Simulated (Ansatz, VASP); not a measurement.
**HfO2 in VASP and in Ansatz**

```xyz
6
Lattice="4.8812 0.0000 0.0000 0.0000 4.8812 0.0000 0.0000 0.0000 3.2379" Properties=species:S:1:pos:R:3 pbc="T T T"
Hf    0.0000    0.0000   -0.2030
Hf    2.4406    2.4406    1.8219
O     0.9509    3.9303    1.5538
O     1.4897    1.4897    0.0651
O     3.3915    3.3915    0.0651
O     3.9303    0.9509    1.5538
```

Change from the starting cell: mode 4 frozen in at -0.203 Å, equal normal strain along x, y and z +0.0000.

Alike in both runs: task single point; functional PBE; k mesh 6 × 6 × 8; occupations gaussian, width 0.05 eV; no spin polarisation.

|  | VASP | Ansatz |
| --- | --- | --- |
| version | VASP 6.6.1 | Ansatz 0.2.0 |
| potentials or method | VASP PAW PBE potentials, release 64 (Hf_pv, O), cutoff 520 eV | scalar-relativistic, plane waves, PAW |
| valence electrons in the cell | 44 | 76 |

Ansatz gave:

| Property | Result |
| --- | --- |
| gap on the k mesh at the Fermi level (eV) | 4.14 |
| least direct gap on the mesh (eV) | 4.14 |
| pressure (GPa) | 1.5 |
| traceless stress, the component that is largest in VASP (GPa) | 1.23 |
| rms of the force components (eV/Å) | 0.479 |

**Question.** Which values does VASP return?

**Answer.** gap on the k mesh at the Fermi level (eV): 4.09; least direct gap on the mesh (eV): 4.09; pressure (GPa): -1.1; traceless stress, the component that is largest in VASP (GPa): 0.76; rms of the force components (eV/Å): 0.470.

Atom by atom the forces differ by 0.033 eV/Å (rms over components). VASP's potentials hold 44 valence electrons a cell and Ansatz's 76, so a difference there can come from the potentials and not from the codes.

Spin-orbit coupling is off throughout.
